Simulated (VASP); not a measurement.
# Al2O3 (R-3c) in VASP: notebook

Runs on Al2O3. Level: PBEsol. Tasks: single point, relaxation of cell and atoms.

Program: VASP 6.6.1. These are calculated values, not measurements. Logs are shortened: lines on timing, memory, paths and dates and some standing lists are left out, and cuts for length are marked.

### Step 1. The cell of the first run

The structure is trigonal, space group R-3c (No. 167). Conventional cell: a = 4.774 Å, b = 4.774 Å, c = 13.015 Å, α = 90.00°, β = 90.00°, γ = 120.00°. Within 2.5 Å of Al (site symmetry 3) lie 6 O at 1.86 to 1.97 Å. Within 2.9 Å of O (site symmetry 2) lie 4 Al at 1.86 to 1.97 Å and 12 O at 2.53 to 2.88 Å.

### Step 2. Single point, PBEsol

Input file INCAR:

```
  ALGO = Normal
  EDIFF = 1E-6
  ENCUT = 520
  GGA = PS
  ISIF = 2
  ISMEAR = 0
  LASPH = T
  LCHARG = F
  LREAL = F
  LWAVE = F
  NBANDS = 35
  NELM = 100
  PREC = Accurate
  SIGMA = 0.02
```

Input file KPOINTS:

```
k-points
0
Gamma
  6 6 6
```

Input file POSCAR:

```
Al2O3
1.0
    2.3869305898      1.3780950186      4.3382851415
   -2.3869305898      1.3780950186      4.3382851415
    0.0000000000     -2.7561900372      4.3382851415
Al O
4 6
Direct
    0.1479209717      0.1479209717      0.1479209717
    0.3520790283      0.3520790283      0.3520790283
    0.6479209717      0.6479209717      0.6479209717
    0.8520790283      0.8520790283      0.8520790283
    0.9441401455      0.5558598545      0.2500000000
    0.4441401455      0.7500000000      0.0558598545
    0.5558598545      0.2500000000      0.9441401455
    0.2500000000      0.9441401455      0.5558598545
    0.7500000000      0.0558598545      0.4441401455
    0.0558598545      0.4441401455      0.7500000000
```

Potentials or basis: VASP PAW PBE potentials, release 64 (Al, O).

On the command line:

```bash
> cat potpaw_PBE.64/Al/POTCAR potpaw_PBE.64/O/POTCAR > POTCAR
> mpirun -np 1 vasp_std > vasp.out
```

OUTCAR:

```text
EDIFF = 1E-6
   ENCUT = 520
   GGA = PS
   ISIF = 2
   ISMEAR = 0
   LASPH = T
   LREAL = F
   NELM = 100
   PREC = Accurate

 ion  position               nearest neighbor table
   1  0.148  0.148  0.148-   6 1.86  10 1.86   9 1.86   5 1.97   7 1.97   8 1.97   2 2.66   4 2.80
                             4 2.80   4 2.80   2 3.23   2 3.23   2 3.23
   2  0.352  0.352  0.352-   9 1.86  10 1.86   6 1.86   5 1.97   7 1.97   8 1.97   1 2.66   3 2.80
                             3 2.80   3 2.80   1 3.23   1 3.23   1 3.23
   3  0.648  0.648  0.648-   8 1.86   5 1.86   7 1.86  10 1.97   9 1.97   6 1.97   4 2.66   2 2.80
                             2 2.80   2 2.80   4 3.23   4 3.23   4 3.23
   4  0.852  0.852  0.852-   7 1.86   5 1.86   8 1.86  10 1.97   9 1.97   6 1.97   3 2.66   1 2.80
                             1 2.80   1 2.80   3 3.23   3 3.23   3 3.23
   5  0.944  0.556  0.250-   3 1.86   4 1.86   1 1.97   2 1.97
   6  0.444  0.750  0.056-   1 1.86   2 1.86   3 1.97   4 1.97
   7  0.556  0.250  0.944-   4 1.86   3 1.86   1 1.97   2 1.97
   8  0.250  0.944  0.556-   3 1.86   4 1.86   1 1.97   2 1.97
   9  0.750  0.056  0.444-   2 1.86   1 1.86   3 1.97   4 1.97
  10  0.056  0.444  0.750-   1 1.86   2 1.86   3 1.97   4 1.97

  LATTYP: Found a trigonal (rhomboedric) cell.
 ALAT       =     5.1397764046
 COS(alpha) =     0.5686586200

  Lattice vectors:

 A1 = (   2.3869305898,   1.3780950186,   4.3382851415)
 A2 = (  -2.3869305898,   1.3780950186,   4.3382851415)
 A3 = (   0.0000000000,  -2.7561900372,   4.3382851415)

Analysis of symmetry for initial positions (statically):
=====================================================================
 Subroutine PRICEL returns:
 Original cell was already a primitive cell.

 Routine SETGRP: Setting up the symmetry group for a
 trigonal (rhombohedral) supercell.

 Subroutine GETGRP returns: Found 12 space group operations
 (whereof  6 operations were pure point group operations)
 out of a pool of 12 trial point group operations.

The static configuration has the point symmetry S_6 .
 The point group associated with its full space group is D_3d.

Analysis of symmetry for dynamics (positions and initial velocities):
=====================================================================
 Subroutine PRICEL returns:
 Original cell was already a primitive cell.

 Routine SETGRP: Setting up the symmetry group for a
 trigonal (rhombohedral) supercell.

 Subroutine GETGRP returns: Found 12 space group operations
 (whereof  6 operations were pure point group operations)
 out of a pool of 12 trial point group operations.

The dynamic configuration has the point symmetry S_6 .
 The point group associated with its full space group is D_3d.

 Subroutine INISYM returns: Found 12 space group operations
 (whereof  6 operations are pure point group operations),
 and found     1 'primitive' translations

----------------------------------------------------------------------------------------

                                     Primitive cell

  volume of cell :      85.6226

  direct lattice vectors                    reciprocal lattice vectors
     2.386930590  1.378095019  4.338285142     0.209474043  0.120939895  0.076835275
    -2.386930590  1.378095019  4.338285142    -0.209474043  0.120939895  0.076835275
     0.000000000 -2.756190037  4.338285142     0.000000000 -0.241879790  0.076835275

  length of vectors
     5.139776405  5.139776405  5.139776405     0.253790252  0.253790252  0.253790252

  position of ions in fractional coordinates (direct lattice)
     0.147920972  0.147920972  0.147920972
     0.352079028  0.352079028  0.352079028
     0.647920972  0.647920972  0.647920972
     0.852079028  0.852079028  0.852079028
     0.944140146  0.555859854  0.250000000
     0.444140146  0.750000000  0.055859854
     0.555859854  0.250000000  0.944140146
     0.250000000  0.944140146  0.555859854
     0.750000000  0.055859854  0.444140146
     0.055859854  0.444140146  0.750000000

  ion indices of the primitive-cell ions
   primitive index   ion index
                 1           1
                 2           2
                 3           3
                 4           4
                 5           5
                 6           6
                 7           7
                 8           8
                 9           9
                10          10

----------------------------------------------------------------------------------------

 KPOINTS: k-points

Automatic generation of k-mesh.
 Grid dimensions read from file:
 generate k-points for:    6    6    6

 Generating k-lattice:

  Cartesian coordinates                     Fractional coordinates (reciprocal lattice)
     0.034912340  0.020156649  0.012805879     0.166666667  0.000000000  0.000000000
    -0.034912340  0.020156649  0.012805879     0.000000000  0.166666667  0.000000000
     0.000000000 -0.040313298  0.012805879     0.000000000  0.000000000  0.166666667

  Length of vectors
     0.042298375  0.042298375  0.042298375

  Shift w.r.t. Gamma in fractional coordinates (k-lattice)
     0.000000000  0.000000000  0.000000000

 Subroutine IBZKPT returns following result:
 ===========================================

 Found     32 irreducible k-points:

 Following reciprocal coordinates:
            Coordinates               Weight
  0.000000  0.000000  0.000000      1.000000
  0.166667  0.000000  0.000000      6.000000
  0.333333  0.000000 -0.000000      6.000000
  0.500000  0.000000  0.000000      3.000000
  0.166667  0.166667  0.000000      6.000000
  0.333333  0.166667  0.000000     12.000000
[... 16 lines left out ...]
  0.500000  0.500000  0.166667      6.000000
 -0.333333  0.500000  0.166667     12.000000
 [... further k-points ...]
   k-points           NKPTS =     32   k-points in BZ     NKDIM =     32   number of bands    NBANDS=     35
   number of dos      NEDOS =    301   number of ions     NIONS =     10
   total plane-waves  NPLWV =  64000
   dimension x,y,z NGX =    40 NGY =   40 NGZ =   40
   dimension x,y,z NGXF=    80 NGYF=   80 NGZF=   80
   ions per type =               4   6
   NGX,Y,Z   is equivalent  to a cutoff of  12.94, 12.94, 12.94 a.u.
   NGXF,Y,Z  is equivalent  to a cutoff of  25.88, 25.88, 25.88 a.u.
 SYSTEM =  unknown system
   PREC   = accura    normal or accurate (medium, high low for compatibility)
   ISTART =      0    job   : 0-new  1-cont  2-samecut
   ICHARG =      2    charge: 1-file 2-atom 10-const
   ISPIN  =      1    spin polarized calculation?
   LNONCOLLINEAR =      F non collinear calculations
   LSORBIT =      F    spin-orbit coupling
   LASPH  =      T    aspherical Exc in radial PAW
   ENCUT  =  520.0 eV  38.22 Ry    6.18 a.u.   9.56  9.56  9.56*2*pi/ulx,y,z
   NELM   =    100;   NELMIN=  2; NELMDL= -5     # of ELM steps
   EDIFF  = 0.1E-05   stopping-criterion for ELM
   LREAL  =      F    real-space projection
   EDIFFG = 0.1E-04   stopping-criterion for IOM
   NSW    =      0    number of steps for IOM
   IBRION =     -1    ionic relax: 0-MD 1-quasi-New 2-CG
   NFREE  =      0    steps in history (QN), initial steepest desc. (CG)
   ISIF   =      2    stress and relaxation
   ISYM   =      2    0-nonsym 1-usesym 2-fastsym
   POTIM  = 0.5000    time-step for ionic-motion
   TEBEG  =    0.0;   TEEND  =   0.0 temperature during run
   PSTRESS=    0.0 pullay stress
   NELECT =      48.0000    total number of electrons
   NUPDOWN=      -1.0000    fix difference up-down
   EMIN   =  10.00;   EMAX   =-10.00  energy-range for DOS
   EFERMI =   0.00;   METHOD = LEGACY
   ISMEAR =     0;   SIGMA  =   0.02  broadening in eV -4-tet -1-fermi 0-gaus
   EFERMI_NEDOS =   21; number of points for ismear=-14 and -15
   IALGO  =     38    algorithm
   IMIX   =      4    mixing-type and parameters
     AMIX     =   0.40;   BMIX     =  1.00
     AMIX_MAG =   1.60;   BMIX_MAG =  1.00
  volume/ion in A,a.u.               =       8.56        57.78
  Fermi-wavevector in a.u.,A,eV,Ry     =   1.349872  2.550888 24.791903  1.822153
  Thomas-Fermi vector in A             =   2.477423
   LORBIT       =      0    0 simple, 1 ext, 2 COOP (PROOUT), +10 PAW based schemes
   GGA     = PS    functional components
   LHFCALC =     F    Hartree Fock is set to
   AEXX    =    0.0000 exact exchange contribution
   IVDW    =     0    specifies the selected vdW correction
   LEPSILON=     F    determine dielectric tensor
   LRPA    =     F    only Hartree local field effects (RPA)
 non-spin polarized calculation
 Gauss-broadening in eV      SIGMA  =   0.02
  energy-cutoff  :      520.00
  volume of cell :       85.62
 maximum number of plane-waves:      2328
 NGX is ok and might be reduce to    40
   NGX = 19   NGY = 19   NGZ = 19

 number of electron      48.0000012 magnetization

 Free energy of the ion-electron system (eV)
  ---------------------------------------------------
  ext. energy  EPLUGINS =         0.00000000
  ---------------------------------------------------
  free energy    TOTEN  =       -78.66432244 eV

  energy without entropy =      -78.66432244  energy(sigma->0) =      -78.66432244

 E-fermi :   6.0798     XC(G=0): -11.9060

 val. band max:        5.9504276391   @ k =   0.0000   0.0000   0.0000
 cond. band min:      11.9894797959   @ k =   0.0000   0.0000   0.0000
 fundamental gap:      6.0390521568
 Fermi energy:         6.0798253524

 k-point     1 :       0.0000    0.0000    0.0000
  band No.  band energies     occupation
      1     -13.2004      2.00000
      2     -10.8455      2.00000
      3     -10.5648      2.00000
      4     -10.5648      2.00000
      5     -10.2409      2.00000
      6     -10.2409      2.00000
[... 27 lines left out ...]
     34      19.4031      0.00000
     35      20.3742      0.00000
[... 843 lines left out ...]
      5     -10.4308      2.00000
      6     -10.2194      2.00000
[... 27 lines left out ...]
     34      19.1441      0.00000
     35      19.2900      0.00000

 [... further k-points ...]

------------------------ aborting loop because EDIFF is reached ----------------------------------------

  FORCE on cell =-STRESS in cart. coord.  units (eV):
  Direction    XX          YY          ZZ          XY          YZ          ZX
  --------------------------------------------------------------------------------------
  -------------------------------------------------------------------------------------
  Total        0.0501981      0.0501981      0.0001660     -0.0000000      0.0000000      0.0000000
  in kB        0.9393118      0.9393118      0.0031065     -0.0000000      0.0000000      0.0000000
  external PRESSURE =       0.6272434 kB  Pullay stress =       0.0000000 kB

 VOLUME and BASIS-vectors are now :
 -----------------------------------------------------------------------------
  energy-cutoff  :      520.00
  volume of cell :       85.62
      direct lattice vectors                 reciprocal lattice vectors
     2.386930590  1.378095019  4.338285142     0.209474043  0.120939895  0.076835275
    -2.386930590  1.378095019  4.338285142    -0.209474043  0.120939895  0.076835275
     0.000000000 -2.756190037  4.338285142     0.000000000 -0.241879790  0.076835275

 POSITION                                       TOTAL-FORCE (eV/Angst)
 -----------------------------------------------------------------------------------
      0.00000      0.00000      1.92517        -0.000000      0.000000      0.002101
      0.00000      0.00000      4.58226        -0.000000      0.000000     -0.002101
      0.00000      0.00000      8.43260        -0.000000      0.000000      0.002101
      0.00000      0.00000     11.08969        -0.000000      0.000000     -0.002101
      0.92680      1.37810      7.59200         0.004521      0.000000     -0.000000
     -0.73007      1.49168      5.42286         0.002260      0.003915      0.000000
      0.73007     -1.49168      7.59200        -0.002260     -0.003915      0.000000
     -1.65686      0.11358      7.59200        -0.002260      0.003915      0.000000
      1.65686     -0.11358      5.42286         0.002260     -0.003915      0.000000
     -0.92680     -1.37810      5.42286        -0.004521      0.000000     -0.000000
 -----------------------------------------------------------------------------------
    total drift:                               -0.000000      0.000000     -0.000000

  FREE ENERGIE OF THE ION-ELECTRON SYSTEM (eV)
  ---------------------------------------------------
  free  energy   TOTEN  =       -78.6643224394 eV

  energy  without entropy=      -78.6643224394  energy(sigma->0) =      -78.66432244
```

Run time: 65 s. Hardware: 1 thread of Intel Xeon Platinum 8488C (Sapphire Rapids), shared host; peak memory 0.25 GiB.

What came out:

- Free energy: -78.6643 eV
- Pressure: 0.1 GPa
- Largest force: 0.005 eV/Å
- Band gap on the k mesh: 6.04 eV

Forces on the atoms (eV/Å):
```
Al   0.000  0.000  0.002
Al   0.000  0.000 -0.002
Al   0.000  0.000  0.002
Al   0.000  0.000 -0.002
O    0.005  0.000  0.000
O    0.002  0.004  0.000
O   -0.002 -0.004  0.000
O   -0.002  0.004  0.000
O    0.002 -0.004  0.000
O   -0.005  0.000  0.000
```

Levels at points of the mesh, in eV from the valence-band top:
```tsv
k point	band 22	band 23	band 24	band 25	band 26	band 27
(0.00, 0.00, 0.00)	-0.04	-0.04	0.00	6.04	8.91	10.59
(0.50, 0.00, 0.00)	-0.91	-0.27	-0.27	9.26	9.26	9.47
(0.50, 0.50, 0.00)	-0.91	-0.74	-0.25	9.41	9.55	9.73
(0.50, 0.50, 0.50)	-0.38	-0.38	-0.38	8.48	8.48	10.90
```

Caveat: the PAW data sets were made with another functional, which shifts forces and pressure a little. A k mesh can miss the band edges.

### Step 3. Single point, PBEsol

Input file INCAR:

```
SYSTEM = Al2O3
  ALGO = Normal
  EDIFF = 1E-6
  ENCUT = 520
  GGA = PS
  ISIF = 2
  ISMEAR = 0
  LASPH = .TRUE.
  LCHARG = .FALSE.
  LREAL = .FALSE.
  LWAVE = .FALSE.
  NBANDS = 35
  NELM = 60
  PREC = Accurate
  SIGMA = 0.02
```

Input file KPOINTS:

```
k-points
0
G
  6 6 6
  0 0 0
```

POSCAR is that of step 2.

Potentials or basis: VASP PAW PBE potentials, release 64 (Al, O).

On the command line:

```bash
> cat potpaw_PBE.64/Al/POTCAR potpaw_PBE.64/O/POTCAR > POTCAR
> mpirun -np 1 vasp_std > vasp.out
```

Wall time 70 s (1 thread of Intel Xeon Platinum 8488C (Sapphire Rapids), shared host); peak memory 0.26 GiB.

Results (log left out):

```yaml
Free_energy: -78.6643 eV
Pressure: 0.1 GPa
Largest_force: 0.005 eV/Å
Band_gap_on_the_k_mesh: 6.04 eV
```

Forces in eV/Å, atoms in the order of the input:
```
Al   0.000  0.000  0.002
Al   0.000  0.000 -0.002
Al   0.000  0.000  0.002
Al   0.000  0.000 -0.002
O    0.005  0.000  0.000
O    0.002  0.004  0.000
O   -0.002 -0.004  0.000
O   -0.002  0.004  0.000
O    0.002 -0.004  0.000
O   -0.005  0.000  0.000
```

Stress tensor (GPa, compression positive):
```
0.09 0.00 0.00
0.00 0.09 0.00
0.00 0.00 0.00
```

Levels at points of the mesh, in eV from the valence-band top:
```
           k point  band 20  band 21  band 22  band 23  band 24  band 25  band 26  band 27  band 28  band 29
(0.00, 0.00, 0.00)    -0.50    -0.50    -0.04    -0.04     0.00     6.04     8.91    10.59    11.34    11.34
(0.50, 0.00, 0.00)    -1.32    -0.91    -0.91    -0.27    -0.27     9.26     9.26     9.47     9.47    11.54
(0.50, 0.50, 0.00)    -1.30    -1.01    -0.91    -0.74    -0.25     9.41     9.55     9.73    10.22    10.96
(0.50, 0.50, 0.50)    -2.01    -0.38    -0.38    -0.38    -0.38     8.48     8.48    10.90    10.90    12.31
```

Caveat: the PAW data sets were made with another functional, which shifts forces and pressure a little.

(Continued in part 2 of 2.)
